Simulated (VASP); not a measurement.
SrC2, 3 atoms in the cell. The structure is trigonal, space group R-3m (No. 166). Conventional cell: a = 4.897 Å, b = 4.897 Å, c = 6.730 Å, α = 90.00°, β = 90.00°, γ = 120.00°. Sr (site symmetry -3m) has 14 C at 2.75 to 3.32 Å within 3.6 Å. Within 1.7 Å of C (site symmetry 3m) lie 1 C at 1.23 Å. 

- Program: VASP 6.6.1
- Task: single point
- Functional: PBEsol
- Potentials or basis: VASP PAW PBE potentials, release 64 (Sr_sv, C)
- Cutoff: 520 eV
- k mesh: 6 × 6 × 6
- Occupations: gaussian, width 0.01 eV
- Spin: no spin polarisation
- Dipole correction: no
- Further INCAR settings: ALGO = Normal; EDIFF = 1e-06; NBANDS = 16

Potentials or basis: VASP PAW PBE potentials, release 64 (Sr_sv, C).

Run with:

```sh
$ cat potpaw_PBE.64/Sr_sv/POTCAR potpaw_PBE.64/C/POTCAR > POTCAR
$ mpirun -np 1 vasp_std > vasp.out
```

Hardware: 1 thread of Intel(R) Xeon(R) Platinum 8375C CPU @ 2.90GHz (Ice Lake), with other jobs on the host.

Task: How long does it take, and how much memory?

Result: Run time: 19 s on 1 thread of Intel(R) Xeon(R) Platinum 8375C CPU @ 2.90GHz (Ice Lake), on a shared host, peak memory 0.16 GiB. Counts: scf iterations 13, k points 32.
